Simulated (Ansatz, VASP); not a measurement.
BaTiO3 in VASP and in Ansatz

Contents of INCAR:

```
SYSTEM = BaTiO3
PREC = Accurate
ENCUT = 520
EDIFF = 1E-7
ISMEAR = 0
SIGMA = 0.01
LREAL = .False.
LASPH = .True.
NELM = 80
ALGO = Normal
ISIF = 2
LWAVE = .False.
LCHARG = .False.
GGA = PE
NBANDS = 28
```

The input KPOINTS:

```
Automatic mesh
0
Gamma
  6 6 6
  0 0 0
```

The input POSCAR:

```
BaTiO3
1.0
    3.8901607871      0.0000000000      0.0000000000
    0.0000000000      3.8901607871      0.0000000000
    0.0000000000      0.0000000000      3.9078619037
Ba Ti O
1 1 3
Direct
    0.0000000000      0.0000000000      0.0000000000
    0.5000000000      0.5000000000      0.4900000000
    0.5000000000      0.5000000000      0.0190000000
    0.5000000000      0.0000000000      0.5170000000
    0.0000000000      0.5000000000      0.5170000000
```

Input for Ansatz:

```yaml
crystal:
  lattice:
    - [3.8901607871101804, 0.0, 0.0]
    - [0.0, 3.8901607871101804, 0.0]
    - [0.0, 0.0, 3.907861903747363]
  atoms:
    - { symbol: Ba, position: [0.0, 0.0, 0.0] }
    - { symbol: Ti, position: [0.5, 0.5, 0.49] }
    - { symbol: O, position: [0.5, 0.5, 0.019] }
    - { symbol: O, position: [0.5, 0.0, 0.517] }
    - { symbol: O, position: [0.0, 0.5, 0.517] }
basis:
  ecutwfc: 500.0
kpoints:
  mp_grid:
    grid: [6, 6, 6]
hamiltonian:
  xc: pbe
scf:
  convergence:
    dr2_threshold: 1.0e-10
  occupations:
    method: fixed
output:
  stress: true
```

Alike in both runs: task single point; functional PBE; k mesh 6 × 6 × 6; no spin polarisation.

|  | VASP | Ansatz |
| --- | --- | --- |
| version | VASP 6.6.1 | Ansatz 0.2.0 |
| potentials or method | VASP PAW PBE potentials, release 64 (Ba_sv, Ti_sv, O), cutoff 520 eV | plane waves, PAW |
| occupations | gaussian, width 0.01 eV | fixed |
| valence electrons in the cell | 40 | 40 |

Ansatz gave:

```
pressure (GPa)                                                : 19.7
traceless stress, the component that is largest in VASP (GPa) : 0.83
```

Q: What did VASP give for the same quantities?

A: Pressure (GPa): 22.1; traceless stress, the component that is largest in VASP (GPa): 0.87.

Neither program's run includes spin-orbit coupling.
